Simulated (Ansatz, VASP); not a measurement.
## Ge: VASP beside Ansatz

INCAR

```
SYSTEM = Ge
PREC = Accurate
ENCUT = 600
EDIFF = 1E-6
ISMEAR = -1
SIGMA = 0.05
LREAL = .FALSE.
LASPH = .TRUE.
NELM = 60
ALGO = Normal
ISIF = 3
LWAVE = .FALSE.
LCHARG = .FALSE.
GGA = RE
IVDW = 13
IBRION = 2
NSW = 80
EDIFFG = -0.01
```

Contents of KPOINTS:

```
Automatic mesh
0
G
  8 8 8
  0 0 0
```

Contents of POSCAR:

```
Ge
1.0
    0.0000000000      2.8289100000      2.8289100000
    2.8289100000      0.0000000000      2.8289100000
    2.8289100000      2.8289100000      0.0000000000
Ge
2
Direct
    0.7500000000      0.7500000000      0.7500000000
    0.5000000000      0.5000000000      0.5000000000
```

input.yaml

```yaml
crystal:
  lattice:
    - [0.0, 2.82891, 2.82891]
    - [2.82891, 0.0, 2.82891]
    - [2.82891, 2.82891, 0.0]
  atoms:
    - { symbol: Ge, position: [0.75, 0.75, 0.75] }
    - { symbol: Ge, position: [0.5, 0.5, 0.5] }
kpoints:
  mp_grid: { grid: [8, 8, 8] }
scf:
  occupations: { method: fermi_dirac, width: 0.05 }
hamiltonian:
  xc: revpbe
  dispersion: d4
  pseudopotentials: { kind: all_electron, lapw: { basis_error: 0.001 } }
output:
  forces: true
  stress: true
relax:
  f_tol: 0.01
  max_steps: 60
  cell: {}
```

Alike in both runs: task relaxation of cell and atoms; functional revPBE; dispersion D4; k mesh 8 × 8 × 8; occupations fermi-dirac, width 0.05 eV; no spin polarisation.

|  | VASP | Ansatz |
| --- | --- | --- |
| version | VASP 6.6.1 | Ansatz 0.2.0 |
| potentials or method | VASP PAW PBE potentials, release 64 (Ge_d), cutoff 600 eV | all-electron LAPW, scalar-relativistic |

|  | VASP | Ansatz | Ansatz less VASP |
| --- | --- | --- | --- |
| relaxed volume (Å³/atom) | 22.95 | 22.93 | -0.017 |
| relaxed cell length with the largest relative difference (Å) | 4.019 | 4.018 | -0.0010 |

VASP's potentials were made for PBE, not for revPBE. Ansatz ran all-electron here, and VASP with PAW potentials.
